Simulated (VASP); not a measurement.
A run of VASP 6.6.1 is set up as follows.

File INCAR:

```
PREC = Accurate
ENCUT = 520
EDIFF = 1E-6
ISMEAR = 1
SIGMA = 0.01
LREAL = F
LASPH = T
NELM = 80
ALGO = Normal
ISIF = 2
LWAVE = F
LCHARG = F
GGA = PE
NBANDS = 11
```

Contents of KPOINTS:

```
Automatic mesh
0
Gamma
  9 9 9
```

Contents of POSCAR:

```
Sr
1.0
    0.0000000000      3.0191365063      3.0191365063
    3.0191365063      0.0000000000      3.0191365063
    3.0191365063      3.0191365063      0.0000000000
Sr
1
Direct
    0.0000000000      0.0000000000      0.0000000000
```

Potentials or basis: VASP PAW PBE potentials, release 64 (Sr_sv).

Run with:

```console
$ cat potpaw_PBE.64/Sr_sv/POTCAR > POTCAR
$ mpirun -np 1 vasp_std > vasp.out
```

Question: What does it give for the pressure?

Answer: -0.1 GPa.
